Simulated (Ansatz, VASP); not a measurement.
## N in VASP and in Ansatz

```
N
1.0
     5.63607    0.00000    0.00000
     0.00000    5.63607    0.00000
     0.00000    0.00000    5.63607
N
8
Direct
  0.05642 0.05642 0.05642
  0.44358 0.94358 0.55642
  0.55642 0.44358 0.94358
  0.94358 0.55642 0.44358
  0.94358 0.94358 0.94358
  0.55642 0.05642 0.44358
  0.44358 0.55642 0.05642
  0.05642 0.44358 0.55642
```

Alike in both runs: functional PBE; dispersion D3(BJ); k mesh 4 × 4 × 4; occupations gaussian, width 0.02 eV; no spin polarisation.

Ansatz relaxed the structure, and its values are those at the end. VASP's run is a single point on that final structure, the one shown.

```csv
,VASP,Ansatz
version,VASP 6.6.1,Ansatz 0.2.0
potentials or method,"VASP PAW PBE potentials, release 64 (N), cutoff 520 eV","scalar-relativistic, plane waves, PAW"
valence electrons in the cell,40,40
```

Ansatz gave:

```
gap on the k mesh at the Fermi level (eV) : 7.39
least direct gap on the mesh (eV)         : 7.41
pressure (GPa)                            : 0.0
rms of the force components (eV/Å)        : 0.000
```

Q: Which values does VASP return?

A: gap on the k mesh at the Fermi level (eV): 7.34; least direct gap on the mesh (eV): 7.37; pressure (GPa): 2.1; rms of the force components (eV/Å): 1.012.

One of these differences is far larger than is usual between the two programs; its cause wasn't traced.

Noted on VASP's run: the standard files for N, O and F lose accuracy on very short bonds.
